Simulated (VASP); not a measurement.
# GaAs (F-43m) in VASP: further runs

The runs below take GaAs through single point, with HSE06, PBE.

Everything below comes from runs of VASP 6.6.1. Logs are shortened: lines on timing, memory, paths and dates and some standing lists are left out, and cuts for length are marked.

### 1 The cell of the first run

Symmetry: F-43m, No. 216, cubic system. Conventional cell: a = 5.610 Å, b = 5.610 Å, c = 5.610 Å, α = 90.00°, β = 90.00°, γ = 90.00°. Ga (site symmetry -43m) has 4 As at 2.43 Å within 3.2 Å. As (site symmetry -43m) has 4 Ga at 2.43 Å within 3.2 Å.

### 2 Single point, HSE06 (strain -1.0%)

File POSCAR:

```
GaAs
1.0
    0.0000000000      2.8047542445      2.8047542445
    2.8047542445      0.0000000000      2.8047542445
    2.8047542445      2.8047542445      0.0000000000
Ga As
1 1
Direct
    0.0000000000      0.0000000000      0.0000000000
    0.2500000000      0.2500000000      0.2500000000
```

File INCAR.step1:

```
SYSTEM = GaAs
PREC = Accurate
ENCUT = 520
EDIFF = 1E-5
ISMEAR = 0
SIGMA = 0.01
LREAL = .FALSE.
LASPH = .TRUE.
NELM = 100
ALGO = Normal
ISIF = 2
LWAVE = .TRUE.
GGA = PE
NBANDS = 16
```

File INCAR.step2:

```
SYSTEM = GaAs
PREC = Accurate
ENCUT = 520
EDIFF = 1E-7
ISMEAR = 0
SIGMA = 0.01
LREAL = .FALSE.
LASPH = .TRUE.
NELM = 100
ALGO = Normal
ISIF = 2
LWAVE = .FALSE.
LCHARG = .TRUE.
GGA = PE
LHFCALC = .TRUE.
HFSCREEN = 0.2079
PRECFOCK = Normal
LELF = .TRUE.
LVHAR = .TRUE.
ISTART = 1
NBANDS = 16
```

File KPOINTS:

```
Automatic mesh
0
G
  6 6 6
  0 0 0
```

Potentials or basis: VASP PAW PBE potentials, release 64 (Ga_d, As).

Started as:

```console
> cat potpaw_PBE.64/Ga_d/POTCAR potpaw_PBE.64/As/POTCAR > POTCAR
> cp INCAR.step1 INCAR
> mpirun -np 1 vasp_std > vasp.out
> cp INCAR.step2 INCAR
> mpirun -np 1 vasp_std > vasp.out
```

OUTCAR:

```text
SYSTEM = GaAs
   PREC = Accurate
   ENCUT = 520
   EDIFF = 1E-7
   ISMEAR = 0
   LREAL = .FALSE.
   LASPH = .TRUE.
   NELM = 100
   ISIF = 2
   GGA = PE
   LHFCALC = .TRUE.
   HFSCREEN = 0.2079
   PRECFOCK = Normal
   ISTART = 1

 ion  position               nearest neighbor table
   1  0.000  0.000  0.000-   2 2.43   2 2.43   2 2.43   2 2.43
   2  0.250  0.250  0.250-   1 2.43   1 2.43   1 2.43   1 2.43

  LATTYP: Found a face centered cubic cell.
 ALAT       =     5.6095084890

  Lattice vectors:

 A1 = (   0.0000000000,   2.8047542445,   2.8047542445)
 A2 = (   2.8047542445,   0.0000000000,   2.8047542445)
 A3 = (   2.8047542445,   2.8047542445,   0.0000000000)

Analysis of symmetry for initial positions (statically):
=====================================================================
 Subroutine PRICEL returns:
 Original cell was already a primitive cell.

 Routine SETGRP: Setting up the symmetry group for a
 face centered cubic supercell.

 Subroutine GETGRP returns: Found 24 space group operations
 (whereof 24 operations were pure point group operations)
 out of a pool of 48 trial point group operations.

The static configuration has the point symmetry T_d .

Analysis of symmetry for dynamics (positions and initial velocities):
=====================================================================
 Subroutine PRICEL returns:
 Original cell was already a primitive cell.

 Routine SETGRP: Setting up the symmetry group for a
 face centered cubic supercell.

 Subroutine GETGRP returns: Found 24 space group operations
 (whereof 24 operations were pure point group operations)
 out of a pool of 48 trial point group operations.

The dynamic configuration has the point symmetry T_d .

 Subroutine INISYM returns: Found 24 space group operations
 (whereof 24 operations are pure point group operations),
 and found     1 'primitive' translations

----------------------------------------------------------------------------------------

                                     Primitive cell

  volume of cell :      44.1280

  direct lattice vectors                    reciprocal lattice vectors
     0.000000000  2.804754245  2.804754245    -0.178268738  0.178268738  0.178268738
     2.804754245  0.000000000  2.804754245     0.178268738 -0.178268738  0.178268738
     2.804754245  2.804754245  0.000000000     0.178268738  0.178268738 -0.178268738

  length of vectors
     3.966521492  3.966521492  3.966521492     0.308770512  0.308770512  0.308770512

  position of ions in fractional coordinates (direct lattice)
     0.000000000  0.000000000  0.000000000
     0.250000000  0.250000000  0.250000000

  ion indices of the primitive-cell ions
   primitive index   ion index
                 1           1
                 2           2

----------------------------------------------------------------------------------------

 KPOINTS: Automatic mesh

Automatic generation of k-mesh.
 Grid dimensions read from file:
 generate k-points for:    6    6    6

 Generating k-lattice:

  Cartesian coordinates                     Fractional coordinates (reciprocal lattice)
    -0.029711456  0.029711456  0.029711456     0.166666667  0.000000000  0.000000000
     0.029711456 -0.029711456  0.029711456     0.000000000  0.166666667  0.000000000
     0.029711456  0.029711456 -0.029711456     0.000000000  0.000000000  0.166666667

  Length of vectors
     0.051461752  0.051461752  0.051461752

  Shift w.r.t. Gamma in fractional coordinates (k-lattice)
     0.000000000  0.000000000  0.000000000

 Subroutine IBZKPT returns following result:
 ===========================================

 Found     16 irreducible k-points:

 Following reciprocal coordinates:
            Coordinates               Weight
  0.000000  0.000000  0.000000      1.000000
  0.166667  0.000000  0.000000      8.000000
  0.333333  0.000000  0.000000      8.000000
  0.500000  0.000000  0.000000      4.000000
  0.166667  0.166667  0.000000      6.000000
  0.333333  0.166667  0.000000     24.000000
[... 8 lines left out ...]
 -0.333333  0.333333  0.166667     24.000000
 -0.333333  0.500000  0.166667     12.000000
   k-points           NKPTS =     16   k-points in BZ     NKDIM =    216   number of bands    NBANDS=     16
   number of dos      NEDOS =    301   number of ions     NIONS =      2
   total plane-waves  NPLWV =  27000
   dimension x,y,z NGX =    30 NGY =   30 NGZ =   30
   dimension x,y,z NGXF=    60 NGYF=   60 NGZF=   60
   ions per type =               1   1
   NGX,Y,Z   is equivalent  to a cutoff of  12.57, 12.57, 12.57 a.u.
   NGXF,Y,Z  is equivalent  to a cutoff of  25.15, 25.15, 25.15 a.u.
 SYSTEM =  GaAs
   PREC   = accura    normal or accurate (medium, high low for compatibility)
   ISTART =      1    job   : 0-new  1-cont  2-samecut
   ICHARG =      0    charge: 1-file 2-atom 10-const
   ISPIN  =      1    spin polarized calculation?
   LNONCOLLINEAR =      F non collinear calculations
   LSORBIT =      F    spin-orbit coupling
   LASPH  =      T    aspherical Exc in radial PAW
   ENCUT  =  520.0 eV  38.22 Ry    6.18 a.u.   7.38  7.38  7.38*2*pi/ulx,y,z
   NELM   =    100;   NELMIN=  2; NELMDL=  0     # of ELM steps
   EDIFF  = 0.1E-06   stopping-criterion for ELM
   LREAL  =      F    real-space projection
   EDIFFG = 0.1E-05   stopping-criterion for IOM
   NSW    =      0    number of steps for IOM
   IBRION =     -1    ionic relax: 0-MD 1-quasi-New 2-CG
   NFREE  =      0    steps in history (QN), initial steepest desc. (CG)
   ISIF   =      2    stress and relaxation
   ISYM   =      3    0-nonsym 1-usesym 2-fastsym
   POTIM  = 0.5000    time-step for ionic-motion
   TEBEG  =    0.0;   TEEND  =   0.0 temperature during run
   PSTRESS=    0.0 pullay stress
   NELECT =      18.0000    total number of electrons
   NUPDOWN=      -1.0000    fix difference up-down
   EMIN   =  10.00;   EMAX   =-10.00  energy-range for DOS
   EFERMI =   0.00;   METHOD = LEGACY
   ISMEAR =     0;   SIGMA  =   0.01  broadening in eV -4-tet -1-fermi 0-gaus
   EFERMI_NEDOS =   21; number of points for ismear=-14 and -15
   IALGO  =     38    algorithm
   IMIX   =      1    mixing-type and parameters
     AMIX     =   0.40;   BMIX     =  1.00
     AMIX_MAG =   1.60;   BMIX_MAG =  1.00
  volume/ion in A,a.u.               =      22.06       148.90
  Fermi-wavevector in a.u.,A,eV,Ry     =   1.214118  2.294350 20.056106  1.474082
  Thomas-Fermi vector in A             =   2.349548
   LORBIT       =      0    0 simple, 1 ext, 2 COOP (PROOUT), +10 PAW based schemes
   GGA     = PE    functional components
   LHFCALC =     T    Hartree Fock is set to
   PRECFOCK=normal    Normal, Fast or Accurate (Low or Medium for compatibility)
   ENCUT4O =  -1.0   cutoff for four orbital integrals eV
   NKREDX  =     1    reduce k-point grid by
   NKREDY  =     1    reduce k-point grid by
   NKREDZ  =     1    reduce k-point grid by
   AEXX    =    0.2500 exact exchange contribution
   HFSCREEN=    0.2079 screening length (either q_TF or 0.3 A-1)
   HFSCREENC=   0.2079 screening length for correlation (either q_TF or 0.3 A-1)
   ENCUTFOCK=  -1.0 apply spherical cutoff to Coloumb kernel
   IVDW    =     0    specifies the selected vdW correction
   LEPSILON=     F    determine dielectric tensor
   LRPA    =     F    only Hartree local field effects (RPA)
 non-spin polarized calculation
 Gauss-broadening in eV      SIGMA  =   0.01
  energy-cutoff  :      520.00
  volume of cell :       44.13
 maximum number of plane-waves:      1243
 NGX is ok and might be reduce to    30
  NGX = 24; NGY = 24; NGZ = 24

 number of electron      18.0000011 magnetization

 Free energy of the ion-electron system (eV)
  ---------------------------------------------------
  ext. energy  EPLUGINS =         0.00000000
  ---------------------------------------------------
  free energy    TOTEN  =        -9.83382512 eV

  energy without entropy =       -9.83382512  energy(sigma->0) =       -9.83382512

 E-fermi :   3.8199     XC(G=0):  -8.0493

 val. band max:        3.7283062123   @ k =   0.0000   0.0000   0.0000
 cond. band min:       5.3482258368   @ k =   0.0000   0.0000   0.0000
 fundamental gap:      1.6199196245
 Fermi energy:         3.8199447822

 k-point     1 :       0.0000    0.0000    0.0000
  band No.  band energies     occupation
      1     -13.6730      2.00000
      2     -13.6730      2.00000
      3     -13.6730      2.00000
      4     -13.5864      2.00000
      5     -13.5864      2.00000
      6     -10.4155      2.00000
[... 8 lines left out ...]
     15      14.8883      0.00000
     16      14.8883      0.00000

 k-point     2 :       0.1667    0.0000    0.0000
  band No.  band energies     occupation
      1     -13.6885      2.00000
      2     -13.6671      2.00000
      3     -13.6671      2.00000
      4     -13.5867      2.00000
      5     -13.5867      2.00000
      6     -10.0601      2.00000
[... 8 lines left out ...]
     15      13.7185      0.00000
     16      13.7948      0.00000

 k-point     3 :       0.3333    0.0000    0.0000
  band No.  band energies     occupation
      1     -13.7178      2.00000
      2     -13.6571      2.00000
      3     -13.6571      2.00000
      4     -13.5854      2.00000
      5     -13.5854      2.00000
      6      -9.1280      2.00000
[... 8 lines left out ...]
     15      14.4430      0.00000
     16      14.4430      0.00000

 k-point     4 :       0.5000    0.0000    0.0000
  band No.  band energies     occupation
      1     -13.7318      2.00000
      2     -13.6532      2.00000
      3     -13.6532      2.00000
      4     -13.5837      2.00000
      5     -13.5837      2.00000
      6      -8.4199      2.00000
[... 8 lines left out ...]
     15      16.8940      0.00000
     16      16.8940      0.00000

 k-point     5 :       0.1667    0.1667    0.0000
  band No.  band energies     occupation
      1     -13.6991      2.00000
      2     -13.6613      2.00000
      3     -13.6613      2.00000
      4     -13.5914      2.00000
      5     -13.5835      2.00000
      6      -9.9406      2.00000
[... 8 lines left out ...]
     15      14.5982      0.00000
     16      15.3679      0.00000

 k-point     6 :       0.3333    0.1667    0.0000
  band No.  band energies     occupation
      1     -13.7224      2.00000
      2     -13.6526      2.00000
      3     -13.6503      2.00000
      4     -13.5943      2.00000
      5     -13.5814      2.00000
      6      -9.1847      2.00000
[... 8 lines left out ...]
     15      15.6530      0.00000
     16      15.7731      0.00000
[... 115 lines left out ...]
 k-point    13 :       0.5000    0.5000    0.0000
  band No.  band energies     occupation
      1     -13.7636      2.00000
      2     -13.6249      2.00000
      3     -13.6249      2.00000
      4     -13.6108      2.00000
      5     -13.5745      2.00000
      6      -7.5657      2.00000
[... 8 lines left out ...]
     15      18.3091      0.00000
     16      18.3345      0.00000

 k-point    14 :       0.5000    0.3333    0.1667
  band No.  band energies     occupation
      1     -13.7390      2.00000
      2     -13.6460      2.00000
      3     -13.6393      2.00000
      4     -13.5967      2.00000
      5     -13.5811      2.00000
      6      -8.3709      2.00000
[... 8 lines left out ...]
     15      16.1587      0.00000
     16      18.2697      0.00000

 k-point    15 :      -0.3333    0.3333    0.1667
  band No.  band energies     occupation
      1     -13.7448      2.00000
      2     -13.6454      2.00000
      3     -13.6342      2.00000
      4     -13.5948      2.00000
      5     -13.5834      2.00000
      6      -7.7865      2.00000
[... 8 lines left out ...]
     15      17.2151      0.00000
     16      17.8665      0.00000

 k-point    16 :      -0.3333    0.5000    0.1667
  band No.  band energies     occupation
      1     -13.7537      2.00000
      2     -13.6378      2.00000
      3     -13.6277      2.00000
      4     -13.6018      2.00000
      5     -13.5799      2.00000
      6      -7.5159      2.00000
[... 8 lines left out ...]
     15      17.3519      0.00000
     16      18.4098      0.00000

------------------------ aborting loop because EDIFF is reached ----------------------------------------

  FORCE on cell =-STRESS in cart. coord.  units (eV):
  Direction    XX          YY          ZZ          XY          YZ          ZX
  --------------------------------------------------------------------------------------
  -------------------------------------------------------------------------------------
  Total        0.8003609      0.8003609      0.8003609      0.0000000      0.0000000     -0.0000000
  in kB       29.0590917     29.0590917     29.0590917      0.0000000      0.0000000     -0.0000000
  external PRESSURE =      29.0590917 kB  Pullay stress =       0.0000000 kB

 VOLUME and BASIS-vectors are now :
 -----------------------------------------------------------------------------
  energy-cutoff  :      520.00
  volume of cell :       44.13
      direct lattice vectors                 reciprocal lattice vectors
     0.000000000  2.804754245  2.804754245    -0.178268738  0.178268738  0.178268738
     2.804754245  0.000000000  2.804754245     0.178268738 -0.178268738  0.178268738
     2.804754245  2.804754245  0.000000000     0.178268738  0.178268738 -0.178268738

 POSITION                                       TOTAL-FORCE (eV/Angst)
 -----------------------------------------------------------------------------------
      0.00000      0.00000      0.00000        -0.000000      0.000000     -0.000000
      1.40238      1.40238      1.40238         0.000000     -0.000000      0.000000
 -----------------------------------------------------------------------------------
    total drift:                               -0.000042     -0.000039     -0.000030

  FREE ENERGIE OF THE ION-ELECTRON SYSTEM (eV)
  ---------------------------------------------------
  free  energy   TOTEN  =        -9.8338251213 eV

  energy  without entropy=       -9.8338251213  energy(sigma->0) =       -9.83382512
```

Wall time 50 min (1 thread of Intel Xeon Platinum 8259CL at 2.50GHz (Skylake/Cascade Lake), shared host); peak memory 0.3 GiB.

Results:

| Property | Result |
| --- | --- |
| Free energy | -9.8338 eV |
| Pressure | 2.9 GPa |
| Band gap on the k mesh | 1.62 eV |

Caveat: the cell differs from its parent crystal (strain -1.0%); the PAW data sets were made with another functional, which shifts forces and pressure a little. A k mesh can miss the band edges.

### 3 Single point, HSE06 (strain -2.0%)

File POSCAR:

```
GaAs
1.0
    0.0000000000      2.7764233935      2.7764233935
    2.7764233935      0.0000000000      2.7764233935
    2.7764233935      2.7764233935      0.0000000000
Ga As
1 1
Direct
    0.0000000000      0.0000000000      0.0000000000
    0.2500000000      0.2500000000      0.2500000000
```

File INCAR.step1:

```
SYSTEM = GaAs
ALGO     = Normal         ! electronic algorithm
EDIFF    = 1E-5           ! SCF threshold, eV
ENCUT    = 520            ! plane-wave cutoff, eV
GGA      = PE             ! functional
ISIF     = 2              ! what is computed and relaxed
ISMEAR   = 0              ! smearing method
LASPH    = .TRUE.         ! aspherical terms in the spheres
LCHARG   = .FALSE.        ! write CHGCAR
LREAL    = .FALSE.        ! projectors in reciprocal space
LWAVE    = .TRUE.         ! write WAVECAR
NBANDS   = 16             ! bands
NELM     = 100            ! most SCF steps
PREC     = Accurate       ! precision mode
SIGMA    = 0.01           ! smearing width, eV
```

File INCAR.step2:

```
SYSTEM = GaAs
ALGO     = Normal         ! electronic algorithm
EDIFF    = 1E-6           ! SCF threshold, eV
ENCUT    = 520            ! plane-wave cutoff, eV
GGA      = PE             ! functional
HFSCREEN = 0.2079         ! screening, 1/A
ISIF     = 2              ! what is computed and relaxed
ISMEAR   = 0              ! smearing method
ISTART   = 1            
LASPH    = .TRUE.         ! aspherical terms in the spheres
LCHARG   = .FALSE.        ! write CHGCAR
LHFCALC  = .TRUE.         ! exact exchange
LREAL    = .FALSE.        ! projectors in reciprocal space
LWAVE    = .FALSE.        ! write WAVECAR
NBANDS   = 16             ! bands
NELM     = 100            ! most SCF steps
PREC     = Accurate       ! precision mode
PRECFOCK = Normal       
SIGMA    = 0.01           ! smearing width, eV
```

File KPOINTS:

```
k-points
0
G
  6 6 6
  0 0 0
```

Potentials or basis: VASP PAW PBE potentials, release 64 (Ga_d, As).

Started as:

```console
> cat potpaw_PBE.64/Ga_d/POTCAR potpaw_PBE.64/As/POTCAR > POTCAR
> cp INCAR.step1 INCAR
> mpirun -np 1 vasp_std > vasp.out
> cp INCAR.step2 INCAR
> mpirun -np 1 vasp_std > vasp.out
```

Wall time 87 min (1 thread of Intel Xeon 8259CL, shared host); peak memory 0.3 GiB.

Results (log left out):

```yaml
Free_energy: -9.7989 eV
Pressure: 5.7 GPa
Band_gap_on_the_k_mesh: 1.89 eV
```

Levels at points of the mesh, in eV from the valence-band top:
```tsv
k point	band 5	band 6	band 7	band 8	band 9	band 10	band 11	band 12	band 13	band 14
(0.00, 0.00, 0.00)	-17.35	-14.39	0.00	0.00	0.00	1.89	4.56	4.56	4.56	8.78
(0.50, 0.00, 0.00)	-17.35	-12.29	-7.53	-1.32	-1.32	1.95	5.48	5.48	8.71	12.03
(0.50, 0.50, 0.00)	-17.34	-11.39	-7.65	-3.11	-3.11	1.97	2.30	11.98	11.98	12.79
```

Caveat: the cell differs from its parent crystal (strain -2.0%); the cell stands under pressure; the PAW data sets were made with another functional, which shifts forces and pressure a little. A k mesh can miss the band edges.

(Part 1 of 2 ends here.)
